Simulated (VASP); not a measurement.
Sn: single point with RPBE

The system is Sn.

```
Sn
1.0
    -2.05932    2.07899    1.73519
     1.99835   -2.08057    1.66984
     2.05972    2.08038   -1.73192
Sn
1
Direct
  0.00000 0.00000 0.00000
```

```
Program             : VASP 6.6.1
Task                : single point
Functional          : RPBE
Potentials or basis : VASP PAW PBE potentials, release 64 (Sn_d)
Cutoff              : 520 eV
k mesh              : 10 × 10 × 10
Occupations         : fermi-dirac, width 0.05 eV
Spin                : no spin polarisation
```

| Property | Result |
| --- | --- |
| Pressure | 0.0 GPa |
| Band gap on the k mesh | zero (bands 7 and 8 overlap by 8.50 eV) |

Levels at points of the mesh, in eV from the Fermi level:
```tsv
k point	band 5	band 6	band 7	band 8	band 9	band 10
(0.00, 0.00, 0.00)	-21.43	-10.66	6.58	6.64	8.69	10.12
(0.50, 0.00, 0.00)	-21.39	-5.81	-3.96	3.05	4.55	6.91
(0.00, 0.50, 0.00)	-21.37	-5.44	-3.80	2.64	3.99	6.59
(0.50, 0.50, 0.00)	-21.39	-7.07	-4.39	5.36	7.38	9.67
(0.00, 0.00, 0.50)	-21.39	-7.07	-4.39	5.36	7.38	9.67
(0.50, 0.00, 0.50)	-21.39	-5.93	-3.98	3.13	4.25	7.06
(0.00, 0.50, 0.50)	-21.39	-5.80	-3.96	3.04	4.55	6.91
(0.50, 0.50, 0.50)	-21.37	-3.43	-1.56	-1.19	2.29	3.14
```

Wall time 2 min on 1 thread of Intel(R) Xeon(R) 6975P-C (Granite Rapids), on a shared host, peak memory 0.29 GiB.

Caveat: the PAW data sets were made with another functional, which shifts forces and pressure a little; spin-orbit coupling is left out, which moves the levels of the heavy elements.
